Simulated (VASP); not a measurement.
# Si2W (P6_222) in VASP: single point with r2SCAN

Aim: the single point of Si2W with r2SCAN.

All numbers are computed with VASP 6.6.1; they aren't measurements. Logs are shortened: lines on timing, memory, paths and dates and some standing lists are left out, and cuts for length are marked.

### 1 The cell of the first run

The structure is hexagonal, space group P6_222 (No. 180). The conventional cell has a = 4.580 Å, b = 4.580 Å, c = 6.609 Å, α = 90.00°, β = 90.00°, γ = 120.00°. Within 3.4 Å of Si (site symmetry 2) lie 9 Si at 2.56 to 3.21 Å and 5 W at 2.58 to 2.67 Å. W (site symmetry 222) has 10 Si at 2.58 to 2.67 Å and 4 W at 3.18 Å within 3.4 Å.

### 2 Single point, r2SCAN

File POSCAR:

```
Si2W
1.0
    4.5796898673      0.0000000000      0.0000000000
   -2.2898449337      3.9661277665      0.0000000000
    0.0000000000      0.0000000000      6.6091535140
Si W
6 3
Direct
    0.8364048210      0.6728096420      0.5000000000
    0.1635951790      0.8364048210      0.8333333333
    0.6728096420      0.8364048210      0.1666666667
    0.1635951790      0.3271903580      0.5000000000
    0.8364048210      0.1635951790      0.8333333333
    0.3271903580      0.1635951790      0.1666666667
    0.0000000000      0.5000000000      0.1666666667
    0.5000000000      0.5000000000      0.8333333333
    0.5000000000      0.0000000000      0.5000000000
```

File INCAR.step1:

```
SYSTEM = Si2W
PREC = Accurate ; ENCUT = 520
ISMEAR = 0 ; SIGMA = 0.03
LREAL = .False. ; LASPH = .True.
NELM = 80 ; NBANDS = 43
GGA = PE ; ALGO = Normal
EDIFF = 1E-4 ; LWAVE = .True.
LCHARG = .False.
```

File INCAR.step2:

```
SYSTEM = Si2W
PREC = Accurate ; ENCUT = 520
EDIFF = 1E-6 ; ISMEAR = 0
SIGMA = 0.03 ; LREAL = .False.
LASPH = .True. ; NELM = 80
ALGO = Normal ; ISIF = 2
LWAVE = .False. ; LCHARG = .False.
METAGGA = R2SCAN ; LMIXTAU = .True.
NBANDS = 43 ; ISTART = 1
```

File KPOINTS:

```
regular mesh
0
Gamma
  12 12 6
  0 0 0
```

Potentials or basis: VASP PAW PBE potentials, release 64 (Si, W_sv).

On the command line:

```bash
> cat potpaw_PBE.64/Si/POTCAR potpaw_PBE.64/W_sv/POTCAR > POTCAR
> cp INCAR.step1 INCAR
> mpirun -np 1 vasp_std > vasp.out
> cp INCAR.step2 INCAR
> mpirun -np 1 vasp_std > vasp.out
```

OUTCAR:

```text
SYSTEM = Si2W
   PREC = Accurate
   ENCUT = 520
   EDIFF = 1E-6
   ISMEAR = 0
   LREAL = .False.
   LASPH = .True.
   NELM = 80
   ISIF = 2
   METAGGA = R2SCAN
   ISTART = 1

 ion  position               nearest neighbor table
   1  0.836  0.673  0.500-   2 2.56   3 2.56   8 2.58   7 2.58   4 2.60   9 2.63   9 2.63   9 2.67
                             4 2.67   4 2.67   6 3.15   5 3.15
   2  0.164  0.836  0.833-   1 2.56   6 2.56   9 2.58   7 2.58   5 2.60   8 2.63   8 2.63   8 2.67
                             5 2.67   5 2.67   4 3.15   3 3.15
   3  0.673  0.836  0.167-   1 2.56   5 2.56   9 2.58   8 2.58   6 2.60   7 2.63   7 2.63   7 2.67
                             6 2.67   6 2.67   4 3.15   2 3.15
   4  0.164  0.327  0.500-   5 2.56   6 2.56   8 2.58   7 2.58   1 2.60   9 2.63   9 2.63   9 2.67
                             1 2.67   1 2.67   3 3.15   2 3.15
   5  0.836  0.164  0.833-   4 2.56   3 2.56   9 2.58   7 2.58   2 2.60   8 2.63   8 2.63   8 2.67
                             2 2.67   2 2.67   1 3.15   6 3.15
   6  0.327  0.164  0.167-   4 2.56   2 2.56   9 2.58   8 2.58   3 2.60   7 2.63   7 2.63   7 2.67
                             3 2.67   3 2.67   1 3.15   5 3.15
   7  0.000  0.500  0.167-   1 2.58   4 2.58   2 2.58   5 2.58   6 2.63   3 2.63   6 2.63   3 2.63
                             3 2.67   6 2.67   9 3.18   9 3.18   8 3.18   8 3.18
   8  0.500  0.500  0.833-   1 2.58   4 2.58   3 2.58   6 2.58   5 2.63   2 2.63   2 2.63   5 2.63
                             5 2.67   2 2.67   9 3.18   9 3.18   7 3.18   7 3.18
   9  0.500  0.000  0.500-   2 2.58   5 2.58   3 2.58   6 2.58   4 2.63   1 2.63   4 2.63   1 2.63
                             4 2.67   1 2.67   7 3.18   7 3.18   8 3.18   8 3.18

  LATTYP: Found a hexagonal cell.
 ALAT       =     4.5796898673
 C/A-ratio  =     1.4431443407

  Lattice vectors:

 A1 = (   4.5796898673,   0.0000000000,   0.0000000000)
 A2 = (  -2.2898449337,   3.9661277665,   0.0000000000)
 A3 = (   0.0000000000,   0.0000000000,   6.6091535140)

Analysis of symmetry for initial positions (statically):
=====================================================================
 Subroutine PRICEL returns:
 Original cell was already a primitive cell.

 Routine SETGRP: Setting up the symmetry group for a
 hexagonal supercell.

 Subroutine GETGRP returns: Found 12 space group operations
 (whereof  4 operations were pure point group operations)
 out of a pool of 24 trial point group operations.

The static configuration has the point symmetry D_2 .
 The point group associated with its full space group is D_6 .

Analysis of symmetry for dynamics (positions and initial velocities):
=====================================================================
 Subroutine PRICEL returns:
 Original cell was already a primitive cell.

 Routine SETGRP: Setting up the symmetry group for a
 hexagonal supercell.

 Subroutine GETGRP returns: Found 12 space group operations
 (whereof  4 operations were pure point group operations)
 out of a pool of 24 trial point group operations.

The dynamic configuration has the point symmetry D_2 .
 The point group associated with its full space group is D_6 .

 Subroutine INISYM returns: Found 12 space group operations
 (whereof  4 operations are pure point group operations),
 and found     1 'primitive' translations

----------------------------------------------------------------------------------------

                                     Primitive cell

  volume of cell :     120.0463

  direct lattice vectors                    reciprocal lattice vectors
     4.579689867  0.000000000  0.000000000     0.218355397  0.126067547  0.000000000
    -2.289844934  3.966127767  0.000000000     0.000000000  0.252135095  0.000000000
     0.000000000  0.000000000  6.609153514     0.000000000  0.000000000  0.151305307

  length of vectors
     4.579689867  4.579689867  6.609153514     0.252135095  0.252135095  0.151305307

  position of ions in fractional coordinates (direct lattice)
     0.836404821  0.672809642  0.500000000
     0.163595179  0.836404821  0.833333333
     0.672809642  0.836404821  0.166666667
     0.163595179  0.327190358  0.500000000
     0.836404821  0.163595179  0.833333333
     0.327190358  0.163595179  0.166666667
     0.000000000  0.500000000  0.166666667
     0.500000000  0.500000000  0.833333333
     0.500000000  0.000000000  0.500000000

  ion indices of the primitive-cell ions
   primitive index   ion index
                 1           1
                 2           2
                 3           3
                 4           4
                 5           5
                 6           6
                 7           7
                 8           8
                 9           9

----------------------------------------------------------------------------------------

 KPOINTS: regular mesh

Automatic generation of k-mesh.
 Grid dimensions read from file:
 generate k-points for:   12   12    6

 Generating k-lattice:

  Cartesian coordinates                     Fractional coordinates (reciprocal lattice)
     0.018196283  0.010505629  0.000000000     0.083333333  0.000000000  0.000000000
     0.000000000  0.021011258  0.000000000     0.000000000  0.083333333  0.000000000
     0.000000000  0.000000000  0.025217551     0.000000000  0.000000000  0.166666667

  Length of vectors
     0.021011258  0.021011258  0.025217551

  Shift w.r.t. Gamma in fractional coordinates (k-lattice)
     0.000000000  0.000000000  0.000000000

 Subroutine IBZKPT returns following result:
 ===========================================

 Found     76 irreducible k-points:

 Following reciprocal coordinates:
            Coordinates               Weight
  0.000000  0.000000  0.000000      1.000000
  0.083333  0.000000  0.000000      6.000000
  0.166667 -0.000000  0.000000      6.000000
  0.250000 -0.000000  0.000000      6.000000
  0.333333 -0.000000  0.000000      6.000000
  0.416667  0.000000  0.000000      6.000000
[... 16 lines left out ...]
  0.250000 -0.000000  0.166667     12.000000
  0.333333 -0.000000  0.166667     12.000000
 [... further k-points ...]
   k-points           NKPTS =     76   k-points in BZ     NKDIM =     76   number of bands    NBANDS=     43
   number of dos      NEDOS =    301   number of ions     NIONS =      9
   total plane-waves  NPLWV =  64800
   dimension x,y,z NGX =    36 NGY =   36 NGZ =   50
   dimension x,y,z NGXF=    72 NGYF=   72 NGZF=  100
   ions per type =               6   3
   NGX,Y,Z   is equivalent  to a cutoff of  13.07, 13.07, 12.58 a.u.
   NGXF,Y,Z  is equivalent  to a cutoff of  26.14, 26.14, 25.15 a.u.
 SYSTEM =  Si2W
   PREC   = accura    normal or accurate (medium, high low for compatibility)
   ISTART =      1    job   : 0-new  1-cont  2-samecut
   ICHARG =      0    charge: 1-file 2-atom 10-const
   ISPIN  =      1    spin polarized calculation?
   LNONCOLLINEAR =      F non collinear calculations
   LSORBIT =      F    spin-orbit coupling
   LASPH  =      T    aspherical Exc in radial PAW
   ENCUT  =  520.0 eV  38.22 Ry    6.18 a.u.   8.52  8.52 12.29*2*pi/ulx,y,z
   NELM   =     80;   NELMIN=  2; NELMDL=  0     # of ELM steps
   EDIFF  = 0.1E-05   stopping-criterion for ELM
   LREAL  =      F    real-space projection
   EDIFFG = 0.1E-04   stopping-criterion for IOM
   NSW    =      0    number of steps for IOM
   IBRION =     -1    ionic relax: 0-MD 1-quasi-New 2-CG
   NFREE  =      0    steps in history (QN), initial steepest desc. (CG)
   ISIF   =      2    stress and relaxation
   ISYM   =      2    0-nonsym 1-usesym 2-fastsym
   POTIM  = 0.5000    time-step for ionic-motion
   TEBEG  =    0.0;   TEEND  =   0.0 temperature during run
   PSTRESS=    0.0 pullay stress
   NELECT =      66.0000    total number of electrons
   NUPDOWN=      -1.0000    fix difference up-down
   EMIN   =  10.00;   EMAX   =-10.00  energy-range for DOS
   EFERMI =   0.00;   METHOD = LEGACY
   ISMEAR =     0;   SIGMA  =   0.03  broadening in eV -4-tet -1-fermi 0-gaus
   EFERMI_NEDOS =   21; number of points for ismear=-14 and -15
   IALGO  =     38    algorithm
   IMIX   =      4    mixing-type and parameters
     AMIX     =   0.40;   BMIX     =  1.00
     AMIX_MAG =   1.60;   BMIX_MAG =  1.00
  volume/ion in A,a.u.               =      13.34        90.01
  Fermi-wavevector in a.u.,A,eV,Ry     =   1.341137  2.534382 24.472112  1.798650
  Thomas-Fermi vector in A             =   2.469395
   LORBIT       =      0    0 simple, 1 ext, 2 COOP (PROOUT), +10 PAW based schemes
   METAGGA = R2SCAN    functional components
   LHFCALC =     F    Hartree Fock is set to
   AEXX    =    0.0000 exact exchange contribution
   IVDW    =     0    specifies the selected vdW correction
   LEPSILON=     F    determine dielectric tensor
   LRPA    =     F    only Hartree local field effects (RPA)
 non-spin polarized calculation
 Gauss-broadening in eV      SIGMA  =   0.03
  energy-cutoff  :      520.00
  volume of cell :      120.05
 maximum number of plane-waves:      3300
 NGX is ok and might be reduce to    36
   NGX = 17   NGY = 17   NGZ = 25

 number of electron      66.0000002 magnetization

 Free energy of the ion-electron system (eV)
  ---------------------------------------------------
  ext. energy  EPLUGINS =         0.00000000
  ---------------------------------------------------
  free energy    TOTEN  =      -208.78899581 eV

  energy without entropy =     -208.78899457  energy(sigma->0) =     -208.78899519

 E-fermi :  12.7210     XC(G=0): -13.5621

 val. band max:       12.6570185574   @ k =   0.5000  -0.0000   0.5000
 cond. band min:      12.7849400112   @ k =   0.5000  -0.0000   0.0000
 fundamental gap:      0.1279214538
 Fermi energy:        12.7209792900

 k-point     1 :       0.0000    0.0000    0.0000
  band No.  band energies     occupation
      1     -63.5414      2.00000
      2     -63.5261      2.00000
      3     -63.5261      2.00000
      4     -27.3054      2.00000
      5     -27.3013      2.00000
      6     -27.3013      2.00000
[... 35 lines left out ...]
     42      15.8983      0.00000
     43      16.2769      0.00000
[... 1017 lines left out ...]
      3     -63.5254      2.00000
      4     -27.3464      2.00000
      5     -27.3287      2.00000
      6     -27.2815      2.00000
[... 35 lines left out ...]
     42      16.4307      0.00000
     43      16.4640      0.00000

 [... further k-points ...]

------------------------ aborting loop because EDIFF is reached ----------------------------------------

  FORCE on cell =-STRESS in cart. coord.  units (eV):
  Direction    XX          YY          ZZ          XY          YZ          ZX
  --------------------------------------------------------------------------------------
  -------------------------------------------------------------------------------------
  Total        0.1837939      0.1837939      0.2169273     -0.0000000     -0.0000000      0.0000000
  in kB        2.4529742      2.4529742      2.8951840     -0.0000000     -0.0000000      0.0000000
  external PRESSURE =       2.6003775 kB  Pullay stress =       0.0000000 kB

 VOLUME and BASIS-vectors are now :
 -----------------------------------------------------------------------------
  energy-cutoff  :      520.00
  volume of cell :      120.05
      direct lattice vectors                 reciprocal lattice vectors
     4.579689867  0.000000000  0.000000000     0.218355397  0.126067547  0.000000000
    -2.289844934  3.966127767  0.000000000     0.000000000  0.252135095  0.000000000
     0.000000000  0.000000000  6.609153514     0.000000000  0.000000000  0.151305307

 POSITION                                       TOTAL-FORCE (eV/Angst)
 -----------------------------------------------------------------------------------
      2.28984      2.66845      3.30458        -0.000000      0.010850      0.000000
     -1.16602      3.31729      5.50763        -0.009396      0.005425      0.000000
      1.16602      3.31729      1.10153         0.009396      0.005425     -0.000000
     -0.00000      1.29768      3.30458         0.000000     -0.010850      0.000000
      3.45587      0.64884      5.50763         0.009396     -0.005425      0.000000
      1.12382      0.64884      1.10153        -0.009396     -0.005425      0.000000
     -1.14492      1.98306      1.10153         0.000000      0.000000      0.000000
      1.14492      1.98306      5.50763         0.000000      0.000000     -0.000000
      2.28984      0.00000      3.30458         0.000000     -0.000000      0.000000
 -----------------------------------------------------------------------------------
    total drift:                               -0.000000     -0.000000     -0.000000

  FREE ENERGIE OF THE ION-ELECTRON SYSTEM (eV)
  ---------------------------------------------------
  free  energy   TOTEN  =      -208.7889958148 eV

  energy  without entropy=     -208.7889945671  energy(sigma->0) =     -208.78899519
```

Run time: 33 min. Hardware: 1 thread of Intel Xeon 8259CL, shared host; peak memory 0.46 GiB.

Results:

```
Free energy            : -208.7890 eV
Pressure               : 0.3 GPa
Largest force          : 0.011 eV/Å
Band gap on the k mesh : 0.13 eV (least direct gap 0.83 eV)
```

Forces in eV/Å, atoms in the order of the input:
```
Si   0.000  0.011  0.000
Si  -0.009  0.005  0.000
Si   0.009  0.005  0.000
Si   0.000 -0.011  0.000
Si   0.009 -0.005  0.000
Si  -0.009 -0.005  0.000
W    0.000  0.000  0.000
W    0.000  0.000  0.000
W    0.000  0.000  0.000
```

Levels at points of the mesh, in eV from the valence-band top:
```tsv
k point	band 31	band 32	band 33	band 34	band 35	band 36
(0.00, 0.00, 0.00)	-3.26	-2.81	-1.00	2.44	2.44	2.61
(0.50, 0.00, 0.00)	-1.75	-1.25	-0.70	0.13	0.97	1.08
(0.00, 0.00, 0.50)	-2.84	-0.78	-0.78	2.05	2.38	2.38
(0.50, 0.00, 0.50)	-2.20	-1.31	0.00	0.85	1.22	1.46
```

Caveat: the PAW data sets were made with another functional, which shifts forces and pressure a little; spin-orbit coupling is left out, which moves the levels of the heavy elements.
